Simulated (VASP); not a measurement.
# NiO in VASP: further runs

The runs below take NiO through single point, with PBE+U.

All numbers are computed with VASP 6.6.1; they aren't measurements. Logs are shortened: lines on timing, memory, paths and dates and some standing lists are left out, and cuts for length are marked.

### 1 The cell of the first run

It takes space group Fm-3m (No. 225, cubic). Conventional cell: a = 4.268 Å, b = 4.268 Å, c = 4.268 Å, α = 90.00°, β = 90.00°, γ = 90.00°. Within 2.8 Å of Ni (site symmetry m-3m) lie 6 O at 2.13 Å. Within 2.8 Å of O (site symmetry m-3m) lie 6 Ni at 2.13 Å.

### 2 Single point, PBE+U, collinear spin, antiferromagnetic start

INCAR

```
  PREC = Accurate
  ENCUT = 520
  EDIFF = 1E-6
  ISMEAR = 0
  SIGMA = 0.05
  LREAL = F
  LASPH = T
  NELM = 150
  ALGO = Normal
  ISIF = 2
  LWAVE = F
  LCHARG = F
  ISPIN = 2
  MAGMOM = 2 -2 0 0
  LORBIT = 11
  LMAXMIX = 4
  LDAU = T
  LDAUTYPE = 2
  LDAUL = 2 -1
  LDAUU = 6.2 0
  LDAUJ = 0 0
  LDAUPRINT = 1
  GGA = PE
  NBANDS = 28
```

KPOINTS

```
Automatic mesh
0
Gamma
  5 5 5
```

POSCAR

```
NiO
1.0
   -2.1337902789     -2.1337902789      4.2675805578
   -4.2675805578     -2.1337902789      2.1337902789
   -2.1337902789     -4.2675805578      2.1337902789
Ni O
2 2
Direct
    0.0000000000      0.0000000000      0.0000000000
    0.5000000000      0.5000000000      0.5000000000
    1.2500000000     -0.7500000000     -0.7500000000
    1.7500000000     -0.2500000000     -0.2500000000
```

Potentials or basis: VASP PAW PBE potentials, release 64 (Ni, O).

Started as:

```
cat potpaw_PBE.64/Ni/POTCAR potpaw_PBE.64/O/POTCAR > POTCAR
mpirun -np 1 vasp_std > vasp.out
```

OUTCAR:

```text
PREC = Accurate
   ENCUT = 520
   EDIFF = 1E-6
   ISMEAR = 0
   LREAL = F
   LASPH = T
   NELM = 150
   ISIF = 2
   ISPIN = 2
   LORBIT = 11
   GGA = PE

 ion  position               nearest neighbor table
   1  0.000  0.000  0.000-   4 2.13   4 2.13   4 2.13   3 2.13   3 2.13   3 2.13   2 3.02   2 3.02
                             2 3.02   2 3.02   2 3.02   2 3.02
   2  0.500  0.500  0.500-   3 2.13   3 2.13   3 2.13   4 2.13   4 2.13   4 2.13   1 3.02   1 3.02
                             1 3.02   1 3.02   1 3.02   1 3.02
   3  0.250  0.250  0.250-   1 2.13   1 2.13   1 2.13   2 2.13   2 2.13   2 2.13
   4  0.750  0.750  0.750-   2 2.13   2 2.13   2 2.13   1 2.13   1 2.13   1 2.13

  LATTYP: Found a trigonal (rhomboedric) cell.
 ALAT       =     5.2266974014
 COS(alpha) =     0.8333333333

  Lattice vectors:

 A1 = (  -2.1337902789,  -2.1337902789,   4.2675805578)
 A2 = (  -4.2675805578,  -2.1337902789,   2.1337902789)
 A3 = (  -2.1337902789,  -4.2675805578,   2.1337902789)

Analysis of symmetry for initial positions (statically):
=====================================================================
 Subroutine PRICEL returns following result:

  LATTYP: Found a face centered cubic cell.
 ALAT       =     4.2675805578
[... 12 lines left out ...]
 Subroutine GETGRP returns: Found 12 space group operations
 (whereof 12 operations were pure point group operations)
 out of a pool of 12 trial point group operations.

The static configuration has the point symmetry D_3d.

Analysis of symmetry for dynamics (positions and initial velocities):
=====================================================================
 Subroutine PRICEL returns following result:

  LATTYP: Found a face centered cubic cell.
 ALAT       =     4.2675805578
[... 12 lines left out ...]
 Subroutine GETGRP returns: Found 12 space group operations
 (whereof 12 operations were pure point group operations)
 out of a pool of 12 trial point group operations.

The dynamic configuration has the point symmetry D_3d.

Analysis of structural, dynamic, and magnetic symmetry:
=====================================================================
 Subroutine PRICEL returns following result:

  LATTYP: Found a face centered cubic cell.
 ALAT       =     4.2675805578
[... 12 lines left out ...]
 Subroutine GETGRP returns: Found 12 space group operations
 (whereof 12 operations were pure point group operations)
 out of a pool of 12 trial point group operations.

The overall configuration has the point symmetry D_3d.

 Subroutine INISYM returns: Found 12 space group operations
 (whereof 12 operations are pure point group operations),
 and found     2 'primitive' translations

----------------------------------------------------------------------------------------

                                     Primitive cell

  volume of cell :      19.4306

  direct lattice vectors                    reciprocal lattice vectors
     2.133790279 -2.133790279  0.000000000     0.234324809 -0.234324809  0.234324809
    -0.000000000 -2.133790279 -2.133790279    -0.234324809 -0.234324809 -0.234324809
     2.133790279  0.000000000 -2.133790279     0.234324809  0.234324809 -0.234324809

  length of vectors
     3.017635152  3.017635152  3.017635152     0.405862475  0.405862475  0.405862475

  position of ions in fractional coordinates (direct lattice)
     0.000000000  0.000000000  0.000000000
     0.500000000  0.500000000  0.500000000

  ion indices of the primitive-cell ions
   primitive index   ion index
[... 137 lines left out ...]
  o =  0.9800  v =  0.0000  0.0000  0.0000  0.0000  0.0000  0.8156  0.4415  0.0001  0.3741 -0.0000      0.0000  0.0000  0.0000  0.0000  0.0000  0.0000  0.0000  0.0000  0.0000  0.0000
  o =  0.9801  v =  0.0000  0.0000  0.0000  0.0000  0.0000 -0.5774  0.5774 -0.0000  0.5774 -0.0000      0.0000  0.0000  0.0000  0.0000  0.0000  0.0000  0.0000  0.0000  0.0000  0.0000
  o =  0.9818  v = -0.5774  0.5774  0.0000  0.5774  0.0000  0.0000  0.0000  0.0000  0.0000  0.0000      0.0000  0.0000  0.0000  0.0000  0.0000  0.0000  0.0000  0.0000  0.0000  0.0000
  o =  0.9819  v =  0.2626 -0.5382  0.0002  0.8008  0.0007  0.0000  0.0000  0.0000  0.0000  0.0000      0.0000  0.0000  0.0000  0.0000  0.0000  0.0000  0.0000  0.0000  0.0000  0.0000
  o =  0.9819  v =  0.7731  0.6140  0.0007  0.1591 -0.0002  0.0000  0.0000  0.0000  0.0000  0.0000      0.0000  0.0000  0.0000  0.0000  0.0000  0.0000  0.0000  0.0000  0.0000  0.0000
  o =  1.0227  v =  0.0000  0.0005 -0.0000 -0.0005  1.0000  0.0000  0.0000  0.0000  0.0000  0.0000      0.0000  0.0000  0.0000  0.0000  0.0000  0.0000  0.0000  0.0000  0.0000  0.0000
  o =  1.0227  v = -0.0006 -0.0003  1.0000 -0.0003  0.0000  0.0000  0.0000  0.0000  0.0000  0.0000      0.0000  0.0000  0.0000  0.0000  0.0000  0.0000  0.0000  0.0000  0.0000  0.0000

atom =   2  type =  1  l = 2

 onsite density matrix

spin component  1

  0.9800 -0.0000  0.0001 -0.0000  0.0000
 -0.0000  0.9800  0.0000  0.0000 -0.0001
  0.0001  0.0000  0.1415  0.0000  0.0000
 -0.0000  0.0000  0.0000  0.9800  0.0001
  0.0000 -0.0001  0.0000  0.0001  0.1415

spin component  2

  0.9819  0.0000 -0.0000  0.0000 -0.0000
  0.0000  0.9819 -0.0000 -0.0000  0.0000
 -0.0000 -0.0000  1.0227 -0.0000  0.0000
  0.0000 -0.0000 -0.0000  0.9819 -0.0000
 -0.0000  0.0000  0.0000 -0.0000  1.0227

 occupancies and eigenvectors

  o =  0.1415  v = -0.0001 -0.0000  0.9984 -0.0000 -0.0568  0.0000  0.0000  0.0000  0.0000  0.0000      0.0000  0.0000  0.0000  0.0000  0.0000  0.0000  0.0000  0.0000  0.0000  0.0000
  o =  0.1415  v = -0.0000  0.0001  0.0568 -0.0001  0.9984  0.0000  0.0000  0.0000  0.0000  0.0000      0.0000  0.0000  0.0000  0.0000  0.0000  0.0000  0.0000  0.0000  0.0000  0.0000
  o =  0.9800  v = -0.7552 -0.1088 -0.0001 -0.6464 -0.0000  0.0000  0.0000  0.0000  0.0000  0.0000      0.0000  0.0000  0.0000  0.0000  0.0000  0.0000  0.0000  0.0000  0.0000  0.0000
  o =  0.9800  v = -0.3104 -0.8092 -0.0000  0.4988  0.0001  0.0000  0.0000  0.0000  0.0000  0.0000      0.0000  0.0000  0.0000  0.0000  0.0000  0.0000  0.0000  0.0000  0.0000  0.0000
  o =  0.9801  v = -0.5774  0.5774  0.0000  0.5774 -0.0000  0.0000  0.0000  0.0000  0.0000  0.0000      0.0000  0.0000  0.0000  0.0000  0.0000  0.0000  0.0000  0.0000  0.0000  0.0000
  o =  0.9818  v =  0.0000  0.0000  0.0000  0.0000  0.0000 -0.5774  0.5774  0.0000  0.5774 -0.0000      0.0000  0.0000  0.0000  0.0000  0.0000  0.0000  0.0000  0.0000  0.0000  0.0000
  o =  0.9819  v =  0.0000  0.0000  0.0000  0.0000  0.0000 -0.0179 -0.7159 -0.0000  0.6980  0.0008      0.0000  0.0000  0.0000  0.0000  0.0000  0.0000  0.0000  0.0000  0.0000  0.0000
  o =  0.9819  v =  0.0000  0.0000  0.0000  0.0000  0.0000  0.8163  0.3927  0.0008  0.4236  0.0000      0.0000  0.0000  0.0000  0.0000  0.0000  0.0000  0.0000  0.0000  0.0000  0.0000
  o =  1.0227  v =  0.0000  0.0000  0.0000  0.0000  0.0000  0.0000  0.0005 -0.0000 -0.0005  1.0000      0.0000  0.0000  0.0000  0.0000  0.0000  0.0000  0.0000  0.0000  0.0000  0.0000
  o =  1.0227  v =  0.0000  0.0000  0.0000  0.0000  0.0000 -0.0006 -0.0003  1.0000 -0.0003  0.0000      0.0000  0.0000  0.0000  0.0000  0.0000  0.0000  0.0000  0.0000  0.0000  0.0000

 number of electron      31.9999988 magnetization       0.0000000

 Free energy of the ion-electron system (eV)
  ---------------------------------------------------
  ext. energy  EPLUGINS =         0.00000000
  ---------------------------------------------------
  free energy    TOTEN  =       -20.40706599 eV

  energy without entropy =      -20.40706599  energy(sigma->0) =      -20.40706599

 E-fermi :   5.6806     XC(G=0): -12.2706

 val. band max:        5.4648900604   @ k =   0.4000   0.4000   0.4000
 cond. band min:       8.4508591759   @ k =   0.0000   0.0000   0.0000
 fundamental gap:      2.9859691155
 Fermi energy:         5.6806017871

 spin component 1

 k-point     1 :       0.0000    0.0000    0.0000
  band No.  band energies     occupation
      1     -12.2682      1.00000
      2     -11.0001      1.00000
      3      -1.0262      1.00000
      4      -0.5727      1.00000
      5      -0.5727      1.00000
      6       1.2318      1.00000
[... 578 lines left out ...]
     27      23.4034      0.00000
     28      25.7083      0.00000
 Fermi energy:         5.6806017871

 spin component 2

 k-point     1 :       0.0000    0.0000    0.0000
  band No.  band energies     occupation
      1     -12.2682      1.00000
      2     -11.0001      1.00000
      3      -1.0262      1.00000
      4      -0.5727      1.00000
      5      -0.5727      1.00000
      6       1.2318      1.00000
[... 578 lines left out ...]
     27      23.4034      0.00000
     28      25.7083      0.00000

------------------------ aborting loop because EDIFF is reached ----------------------------------------

  FORCE on cell =-STRESS in cart. coord.  units (eV):
  Direction    XX          YY          ZZ          XY          YZ          ZX
  --------------------------------------------------------------------------------------
  -------------------------------------------------------------------------------------
  Total       -2.3506256     -2.3506256     -2.3506256     -0.0153643      0.0153643      0.0153643
  in kB      -96.9122911    -96.9122911    -96.9122911     -0.6334444      0.6334444      0.6334444
  external PRESSURE =     -96.9122911 kB  Pullay stress =       0.0000000 kB

 VOLUME and BASIS-vectors are now :
 -----------------------------------------------------------------------------
  energy-cutoff  :      520.00
  volume of cell :       38.86
      direct lattice vectors                 reciprocal lattice vectors
    -2.133790279 -2.133790279  4.267580558     0.117162405  0.117162405  0.351487214
    -4.267580558 -2.133790279  2.133790279    -0.351487214  0.117162405 -0.117162405
    -2.133790279 -4.267580558  2.133790279     0.117162405 -0.351487214 -0.117162405

 POSITION                                       TOTAL-FORCE (eV/Angst)
 -----------------------------------------------------------------------------------
      0.00000      0.00000      0.00000        -0.000000     -0.000000      0.000000
     -4.26758     -4.26758      4.26758         0.000000     -0.000000     -0.000000
     -2.13379     -2.13379      2.13379        -0.000000     -0.000000     -0.000000
     -6.40137     -6.40137      6.40137        -0.000000      0.000000      0.000000
 -----------------------------------------------------------------------------------
    total drift:                                0.000000      0.000000      0.000000

  FREE ENERGIE OF THE ION-ELECTRON SYSTEM (eV)
  ---------------------------------------------------
  free  energy   TOTEN  =       -20.4070659874 eV

  energy  without entropy=      -20.4070659874  energy(sigma->0) =      -20.40706599

 total charge

# of ion       s       p       d       tot
------------------------------------------
    1        0.323   0.375   8.189   8.888
    2        0.323   0.375   8.189   8.888
    3        1.550   3.440   0.000   4.990
    4        1.550   3.440   0.000   4.990
--------------------------------------------------
tot          3.747   7.632  16.379  27.757

 magnetization (x)

# of ion       s       p       d       tot
------------------------------------------
    1       -0.001  -0.004   1.766   1.761
    2        0.001   0.004  -1.766  -1.761
    3        0.000   0.000   0.000   0.000
    4        0.000   0.000   0.000   0.000
--------------------------------------------------
tot          0.000   0.000   0.000   0.000
```

Wall time 55 s (1 thread of Intel Xeon 6975P-C (Granite Rapids), shared host); peak memory 0.29 GiB.

What came out:

* Free energy: -20.4071 eV
* Pressure: -9.7 GPa
* Band gap on the k mesh: 2.99 eV
* Net moment: 0.00 μB per cell
* Site moments: Ni +1.76, -1.76; O +0.00 μB
* Valence electrons inside the program's atomic spheres: Ni 8.89; O 4.99

Stress tensor (GPa, compression positive):
```
-9.69 -0.06  0.06
-0.06 -9.69  0.06
 0.06  0.06 -9.69
```

Levels at points of the mesh, in eV from the valence-band top:
Spin up:
```
           k point  band 12  band 13  band 14  band 15  band 16  band 17  band 18  band 19  band 20  band 21
(0.00, 0.00, 0.00)    -0.66    -0.66    -0.61    -0.61    -0.61     2.99     4.24     4.24     7.14    11.21
```
Spin down:
```
           k point  band 12  band 13  band 14  band 15  band 16  band 17  band 18  band 19  band 20  band 21
(0.00, 0.00, 0.00)    -0.66    -0.66    -0.61    -0.61    -0.61     2.99     4.24     4.24     7.14    11.21
```

Eigenvalues of the final occupation matrices:
```csv
site,spin,trace,eigenvalues
site 1 d,1,4.99,0.98 0.98 0.98 1.02 1.02
site 1 d,2,3.22,0.14 0.14 0.98 0.98 0.98
site 2 d,1,3.22,0.14 0.14 0.98 0.98 0.98
site 2 d,2,4.99,0.98 0.98 0.98 1.02 1.02
```

Caveat: the k points lie up to 0.49 Å⁻¹ apart. The state reached can hang on the start; a lower one may exist.

[end of part 1 of 2]
